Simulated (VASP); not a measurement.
Set up this calculation in VASP 6.6.1, as the native input.

```yaml
Task: single point
Functional: PBEsol
Potentials_or_basis: VASP PAW PBE potentials, release 64 (Si, Mo_sv)
Cutoff: 520 eV
k_mesh: 11 × 11 × 9
Occupations: gaussian, width 0.1 eV
Spin: no spin polarisation
Dipole_correction: no
Further_INCAR_settings: ALGO = Normal; EDIFF = 1e-07; NBANDS = 18; ISYM = 0
```

The structure of Si2Mo lies in POSCAR:

```
Si2Mo
1.0
    3.1900700819      0.0000000000      0.0000000000
    0.0000000000      3.1900700819      0.0000000000
    1.5950350410     -1.5950350410      3.9106920460
Si Mo
2 1
Direct
    0.6649403282      0.3350596718      0.6701193435
    0.3350596718      0.6649403282      0.3298806565
    0.0000000000      0.0000000000      0.0000000000
```

These files were run (other wordings do the same):

INCAR

```
SYSTEM = Si2Mo
PREC = Accurate ; ENCUT = 520
EDIFF = 1E-7 ; ISMEAR = 0
SIGMA = 0.1 ; LREAL = .False.
LASPH = .True. ; NELM = 60
ALGO = Normal ; ISIF = 2
LWAVE = .False. ; LCHARG = .True.
GGA = PS ; LELF = .True.
LVHAR = .True. ; NBANDS = 18
ISYM = 0
```

KPOINTS

```
regular mesh
0
Gamma
  11 11 9
  0 0 0
```

Potentials or basis: VASP PAW PBE potentials, release 64 (Si, Mo_sv).

Launch:

```bash
$ cat potpaw_PBE.64/Si/POTCAR potpaw_PBE.64/Mo_sv/POTCAR > POTCAR
$ mpirun -np 1 vasp_std > vasp.out
```

It gave:

- Pressure: 0.4 GPa
- Band gap on the k mesh: zero (bands 11 and 12 overlap by 0.85 eV)

Caveat: the PAW data sets were made with another functional, which shifts forces and pressure a little.

Run time: 3.1 min on 1 thread of Intel(R) Xeon(R) Platinum 8488C (Sapphire Rapids), on a shared host, peak memory 0.44 GiB.
